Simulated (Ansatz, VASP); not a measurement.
# InP in VASP and in Ansatz

```
CELL_PARAMETERS angstrom
0.00000 2.87391 2.87391
2.87391 0.00000 2.87391
2.87391 2.87391 0.00000
ATOMIC_POSITIONS crystal
In 0.00000 0.00000 0.00000
P 0.50000 0.50000 0.50000
```

Change from the starting cell: volume scaled by 1.02, crystal datasets.

Alike in both runs: task electric field gradients; functional LDA; k mesh 11 × 11 × 11; occupations fermi-dirac, width 0.05 eV; no spin polarisation.

|  | VASP | Ansatz |
| --- | --- | --- |
| version | VASP 6.6.1 | Ansatz 0.2.0 |
| potentials or method | VASP PAW LDA potentials, release 64 (In_d, P), cutoff 520 eV | all-electron PAW with datasets made for the crystal, scalar-relativistic |

Ansatz gave:

```
pressure (GPa) : -10.3
```

**Question.** What did VASP give for the same quantities?

**Answer.** Pressure (GPa): -10.4.

LDA's correlation is that of Perdew and Zunger in VASP and of Perdew and Wang (1992) in Ansatz. Ansatz ran all-electron here, and VASP with PAW potentials.
